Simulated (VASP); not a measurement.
# YPdF2 (P-3m1) in VASP: a series of runs, part 2 of 2

VASP 6.6.1. The steps go on from the part before.

## Step 4: Relaxation of cell and atoms, PBE

Contents of INCAR:

```
SYSTEM = YPdF2
PREC = Accurate
ENCUT = 600
EDIFF = 1E-7
ISMEAR = 0
SIGMA = 0.1
LREAL = .FALSE.
LASPH = .TRUE.
NELM = 100
ALGO = Normal
ISIF = 3
LWAVE = .FALSE.
LCHARG = .FALSE.
GGA = PE
IBRION = 2
NSW = 90
EDIFFG = -0.04
```

Contents of KPOINTS:

```
regular mesh
0
G
  6 6 4
  0 0 0
```

Contents of POSCAR:

```
YPdF2
1.0
    3.3006203600      0.0000000000      0.0000000000
   -1.6503101800      2.8584210800      0.0000000000
    0.0000000000      0.0000000000      5.3618006900
Y Pd F
1 1 2
Direct
    0.0000000000      0.0000000000      0.5000000000
    0.0000000000      0.0000000000      0.0000000000
    0.3333333300      0.6666666700      0.8215414200
    0.6666666700      0.3333333300      0.1784585800
```

Started as:

```sh
$ cat potpaw_PBE.64/Y_sv/POTCAR potpaw_PBE.64/Pd/POTCAR potpaw_PBE.64/F/POTCAR > POTCAR
$ mpirun -np 1 vasp_std > vasp.out
```

It took 14 min on 1 thread of Intel Xeon 6975P-C (Granite Rapids), shared host; peak memory 0.25 GiB.

It converged, with:

```yaml
Free_energy: -24.6514 eV
Relaxed_volume: 18.19 Å³/atom
Relaxed_cell: a = 3.836 Å, b = 3.836 Å, c = 5.708 Å, α = 90.00°, β = 90.00°, γ = 120.00°
Space_group_after_relaxing_to_0.1_Å: P-3m1 (No. 164)
Energy_gained_by_relaxing: 1566.6 meV/atom
Ionic_steps: 38
Pressure_after_relaxing: 0.0 GPa
Largest_force_after_relaxing: 0.010 eV/Å
Band_gap_on_the_k_mesh: zero (an odd number of electrons rules out a gap without spin polarisation)
```

Forces on the atoms (eV/Å):
```
Y    0.000  0.000  0.000
Pd   0.000  0.000  0.000
F    0.000  0.000 -0.010
F    0.000  0.000  0.010
```

Stress tensor (GPa, compression positive):
```
-0.10  0.00  0.00
 0.00 -0.10  0.00
 0.00  0.00  0.12
```

The path:
```tsv
step	energy change (eV)	largest force (eV/Å)	pressure (GPa)	volume (Å³)
1	0.0000	3.1136	41.32	50.59
2	-2.0423	1.4283	-9.65	78.33
3	-2.2306	1.6326	-2.90	69.32
4	-2.2323	1.6130	-3.50	69.93
5	-2.6821	1.6173	-2.24	68.49
6	-3.2867	2.1441	10.53	63.26
7	-3.3227	2.2678	5.06	64.95
8	-3.3466	2.2356	7.69	64.07
9	-3.5411	2.1777	7.17	64.65
10	-3.9459	1.7509	5.82	66.36
11	-3.9273	0.7473	3.94	69.71
12	-4.0665	1.3132	4.72	67.99
13	-4.5262	1.1067	1.72	69.53
14	-5.4286	0.4888	-4.03	74.17
15	-5.7489	0.0649	-8.19	83.54
16	-5.7720	0.0806	-7.73	82.14
17	-6.0147	0.2005	-2.77	77.73
18	-6.0469	0.2658	-0.07	75.77
19	-6.0471	0.2724	0.20	75.58
20	-6.0514	0.2810	0.09	75.72
21	-6.0633	0.3042	-0.22	76.15
22	-6.0820	0.3412	-0.87	76.99
23	-6.0999	0.3587	-2.21	78.64
24	-6.1028	0.3600	-2.19	78.61
25	-6.1114	0.3623	-2.13	78.50
26	-6.1279	0.3586	-2.03	78.28
27	-6.1558	0.3187	-1.92	77.83
28	-6.1756	0.0973	-2.00	76.92
29	-6.2088	0.0721	-1.31	75.64
30	-6.2510	0.0036	0.53	72.72
31	-6.2531	0.0192	1.13	71.88
32	-6.2619	0.1014	-0.03	72.53
33	-6.2622	0.1170	-0.26	72.65
34	-6.2635	0.0983	-0.07	72.49
35	-6.2644	0.0648	0.28	72.19
36	-6.2653	0.0554	0.09	72.41
37	-6.2658	0.0405	-0.22	72.78
38	-6.2664	0.0103	-0.03	72.74
```

Final structure:
```
Y Pd F
1.0
     3.83593    0.00000    0.00000
    -1.91796    3.32201    0.00000
     0.00000    0.00000    5.70825
Y Pd F
1 1 2
Cartesian
  0.0000 0.0000 2.8541
  0.0000 0.0000 0.0000
  0.0000 2.2147 3.3961
  1.9180 1.1073 2.3121
```

Levels at points of the mesh, in eV from the Fermi level:
```csv
k point,band 15,band 16,band 17,band 18,band 19,band 20,band 21
"(0.00, 0.00, 0.00)",-1.73,-1.73,-1.30,-1.30,3.05,3.05,3.54
"(0.50, 0.00, 0.00)",-1.74,-1.66,-0.82,0.80,2.02,2.85,3.20
"(0.00, 0.00, 0.50)",-1.53,-1.31,-1.31,-1.24,0.24,2.42,2.42
"(0.50, 0.00, 0.50)",-1.60,-1.56,-0.83,0.75,1.55,1.75,2.54
```

Caveat: the k points lie up to 0.32 Å⁻¹ apart in the final cell, too coarse for converged energies and pressures of a metal; the volume moved by over 15 % at a fixed basis, so the end points are rough; an odd number of electrons without spin polarisation forces a metal; a magnetic or distorted state may lie lower.

## Step 5: Single point, PBE, collinear spin

Contents of INCAR:

```
  PREC = Accurate
  ENCUT = 520
  EDIFF = 1E-7
  ISMEAR = 0
  SIGMA = 0.1
  LREAL = F
  LASPH = T
  NELM = 150
  ALGO = Normal
  ISIF = 2
  LWAVE = F
  LCHARG = F
  ISPIN = 2
  MAGMOM = 0 1 0 0
  LORBIT = 11
  LMAXMIX = 4
  GGA = PE
  NBANDS = 30
```

Contents of KPOINTS:

```
regular mesh
0
Gamma
  6 6 4
```

POSCAR is that of step 4.

Started as:

```sh
$ cat potpaw_PBE.64/Y_sv/POTCAR potpaw_PBE.64/Pd/POTCAR potpaw_PBE.64/F/POTCAR > POTCAR
$ mpirun -np 1 vasp_std > vasp.out
```

Run time: 57 s. Hardware: 1 thread of Intel Xeon 6975P-C (Granite Rapids), shared host; peak memory 0.25 GiB.

It converged, with:

```
Free energy                                           : -18.3804 eV
Pressure                                              : 41.4 GPa
Largest force                                         : 3.112 eV/Å
Net moment                                            : -0.01 μB per cell
Valence electrons inside the program's atomic spheres : Y 9.79; Pd 9.67; F 6.09
```

Forces on the atoms (eV/Å):
```
Y    0.000  0.000  0.000
Pd   0.000  0.000  0.000
F    0.000  0.000 -3.112
F    0.000  0.000  3.112
```

Stress tensor (GPa, compression positive):
```
47.36  0.00  0.00
 0.00 47.36  0.00
 0.00  0.00 29.49
```

Levels at points of the mesh, in eV from the Fermi level:
Spin up:
```tsv
k point	band 14	band 15	band 16	band 17	band 18	band 19	band 20	band 21	band 22	band 23
(0.00, 0.00, 0.00)	-2.60	-2.60	-2.06	-0.13	-0.13	1.57	2.14	2.14	3.89	4.70
(0.50, 0.00, 0.00)	-2.39	-1.74	-1.24	-0.49	-0.07	3.00	3.55	4.23	4.25	6.02
(0.00, 0.00, 0.50)	-2.42	-2.17	-1.33	0.10	0.10	1.17	1.50	1.85	1.85	4.12
(0.50, 0.00, 0.50)	-2.15	-1.68	-1.11	-0.76	-0.08	1.92	2.70	3.90	4.37	5.98
```
Spin down:
| k point | band 16 | band 17 | band 18 | band 19 | band 20 | band 21 |
| --- | --- | --- | --- | --- | --- | --- |
| (0.00, 0.00, 0.00) | -2.08 | -0.13 | -0.13 | 1.57 | 2.13 | 2.13 |
| (0.50, 0.00, 0.00) | -1.24 | -0.50 | -0.07 | 3.00 | 3.53 | 4.23 |
| (0.00, 0.00, 0.50) | -1.35 | 0.10 | 0.10 | 1.16 | 1.50 | 1.84 |
| (0.50, 0.00, 0.50) | -1.12 | -0.76 | -0.08 | 1.92 | 2.69 | 3.89 |

Caveat: the k points lie up to 0.37 Å⁻¹ apart; forces of over 1 eV/Å act on the atoms, so gaps and moduli don't describe the material at rest.

## Step 6: Single point, PBE, collinear spin

This run uses another cell than the first one, of 18.41 Å³/atom.

Contents of INCAR:

```
SYSTEM = YPdF2
PREC = Accurate ; ENCUT = 520
EDIFF = 1E-6 ; ISMEAR = 0
SIGMA = 0.1 ; LREAL = .False.
LASPH = .True. ; NELM = 150
ALGO = Normal ; ISIF = 2
LWAVE = .False. ; LCHARG = .True.
ISPIN = 2 ; MAGMOM = 0 1 0 0
LORBIT = 11 ; LMAXMIX = 4
GGA = PE ; LELF = .True.
LVHAR = .True. ; NBANDS = 30
```

Contents of KPOINTS:

```
Automatic mesh
0
Gamma
  6 6 4
  0 0 0
```

Contents of POSCAR:

```
YPdF2
1.0
    3.8561704592      0.0000000000      0.0000000000
   -1.9280852296      3.3395415790      0.0000000000
    0.0000000000      0.0000000000      5.7197190380
Y Pd F
1 1 2
Direct
    0.0000000000      0.0000000000      0.5000000000
    0.0000000000      0.0000000000      0.0000000000
    0.3333333333      0.6666666667      0.5918750475
    0.6666666667      0.3333333333      0.4081249525
```

Potentials or basis: VASP PAW PBE potentials, release 64 (Y_sv, Pd, F).

Started as:

```sh
$ cat potpaw_PBE.64/Y_sv/POTCAR potpaw_PBE.64/Pd/POTCAR potpaw_PBE.64/F/POTCAR > POTCAR
$ mpirun -np 1 vasp_std > vasp.out
```

OUTCAR:

```text
SYSTEM = YPdF2
   PREC = Accurate
   ENCUT = 520
   EDIFF = 1E-6
   ISMEAR = 0
   LREAL = .False.
   LASPH = .True.
   NELM = 150
   ISIF = 2
   ISPIN = 2
   LORBIT = 11
   GGA = PE

 ion  position               nearest neighbor table
   1  0.000  0.000  0.500-   3 2.29   4 2.29   4 2.29   3 2.29   4 2.29   3 2.29   2 2.86   2 2.86

   2  0.000  0.000  0.000-   1 2.86   1 2.86
   3  0.333  0.667  0.592-   1 2.29   1 2.29   1 2.29
   4  0.667  0.333  0.408-   1 2.29   1 2.29   1 2.29
[... 1769 lines left out ...]
     3.856170459  0.000000000  0.000000000     0.259324636  0.149721148  0.000000000
    -1.928085230  3.339541579  0.000000000     0.000000000  0.299442297  0.000000000
     0.000000000  0.000000000  5.719719038     0.000000000  0.000000000  0.174833763

 POSITION                                       TOTAL-FORCE (eV/Angst)
 -----------------------------------------------------------------------------------
      0.00000      0.00000      2.85986        -0.000000      0.000000      0.000000
      0.00000      0.00000      0.00000        -0.000000      0.000000      0.000000
     -0.00000      2.22636      3.38536         0.000000      0.000000      0.000090
      1.92809      1.11318      2.33436        -0.000000     -0.000000     -0.000090
 -----------------------------------------------------------------------------------
    total drift:                               -0.000000      0.000000     -0.000000

  FREE ENERGIE OF THE ION-ELECTRON SYSTEM (eV)
  ---------------------------------------------------
  free  energy   TOTEN  =       -24.7072153486 eV

  energy  without entropy=      -24.7050679951  energy(sigma->0) =      -24.70614167

 total charge

# of ion       s       p       d       f       tot
--------------------------------------------------
    1        2.168   6.353   0.877   0.127   9.525
    2        0.389   0.053   8.748   0.000   9.190
    3        1.741   4.391   0.000   0.000   6.132
    4        1.741   4.391   0.000   0.000   6.132
--------------------------------------------------
tot          6.039  15.188   9.625   0.127  30.980

 magnetization (x)

# of ion       s       p       d       f       tot
--------------------------------------------------
    1        0.000   0.000  -0.000  -0.000  -0.000
    2        0.000   0.000  -0.000   0.000   0.000
    3        0.000   0.000   0.000   0.000   0.000
    4        0.000   0.000   0.000   0.000   0.000
--------------------------------------------------
tot          0.000   0.000  -0.000  -0.000   0.000
```

stdout:

```text
POSCAR found type information on POSCAR Y PdF
 POSCAR found :  3 types and       4 ions
 scaLAPACK will be used
 LDA part: xc-table for (Slater+PW92), standard interpolation
 POSCAR, INCAR and KPOINTS ok, starting setup
 FFT: planning ... GRIDC
 FFT: planning ... GRID_SOFT
 FFT: planning ... GRID
 WAVECAR not read
 entering main loop
```

It took 62 s on 1 thread of Intel Xeon 6975P-C (Granite Rapids), shared host; peak memory 0.28 GiB.

Results:

| Item | Value |
| --- | --- |
| Free energy | -24.7072 eV |
| Pressure | 0.0 GPa |
| Net moment | 0.00 μB per cell |
| Valence electrons inside the program's atomic spheres | Y 9.53; Pd 9.19; F 6.13 |

Levels at points of the mesh, in eV from the Fermi level:
Spin up:
```
           k point  band 14  band 15  band 16  band 17  band 18  band 19  band 20  band 21  band 22  band 23
(0.00, 0.00, 0.00)    -2.14    -1.73    -1.73    -1.29    -1.29     3.05     3.05     3.53     4.74     6.32
(0.50, 0.00, 0.00)    -1.99    -1.74    -1.64    -0.83     0.77     2.02     2.88     3.17     3.88     5.31
(0.00, 0.00, 0.50)    -1.53    -1.53    -1.30    -1.30    -1.24     0.23     2.43     2.43     4.39     6.27
(0.50, 0.00, 0.50)    -1.89    -1.60    -1.55    -0.83     0.76     1.54     1.70     2.51     3.63     4.63
```
Spin down:
```tsv
k point	band 16	band 17	band 18	band 19	band 20	band 21
(0.00, 0.00, 0.00)	-1.73	-1.29	-1.29	3.05	3.05	3.53
(0.50, 0.00, 0.00)	-1.64	-0.83	0.77	2.02	2.88	3.17
(0.00, 0.00, 0.50)	-1.30	-1.30	-1.24	0.23	2.43	2.43
(0.50, 0.00, 0.50)	-1.55	-0.83	0.76	1.54	1.70	2.51
```

## Step 7: The runs side by side

| task | spin | cell | cutoff (eV) | gap on the mesh (eV) | pressure (GPa) | moment (μB) | largest force (eV/Å) |
| --- | --- | --- | --- | --- | --- | --- | --- |
| single point | off | a = 3.301, b = 3.301, c = 5.362 Å, angles 90.0, 90.0, 120.0°, 4 atoms, atomic positions A | 520 | none | 41.4 | - | 3.11 |
| single point | off | a = 3.856, b = 3.856, c = 5.720 Å, angles 90.0, 90.0, 120.0°, 4 atoms, atomic positions B | 520 | none | 0.0 | - | - |
| relaxation of cell and atoms | off | relaxed from a = 3.301, b = 3.301, c = 5.362 Å, angles 90.0, 90.0, 120.0°, 4 atoms, atomic positions A | 600 | none | 0.0 | - | 0.01 |
| single point | collinear | a = 3.301, b = 3.301, c = 5.362 Å, angles 90.0, 90.0, 120.0°, 4 atoms, atomic positions A | 520 | none | 41.4 | 0.01 | 3.11 |
| single point | collinear | a = 3.856, b = 3.856, c = 5.720 Å, angles 90.0, 90.0, 120.0°, 4 atoms, atomic positions B | 520 | none | 0.0 | 0.00 | - |

Alike in all rows: level PBE; potentials or basis VASP PAW PBE potentials, release 64 (Y_sv, Pd, F); k mesh 6 × 6 × 4; smearing gaussian 0.1 eV.

Caveats: some runs use coarse meshes; an odd number of electrons without spin polarisation forces a metal (at least some runs); a magnetic or distorted state may lie lower (at least some runs); the volume moved by over 15 % at a fixed basis, so the end points are rough (at least some runs); forces of over 1 eV/Å act on the atoms, so gaps and moduli don't describe the material at rest (at least some runs).

Absolute energies hang on the potentials; compare differences alone.
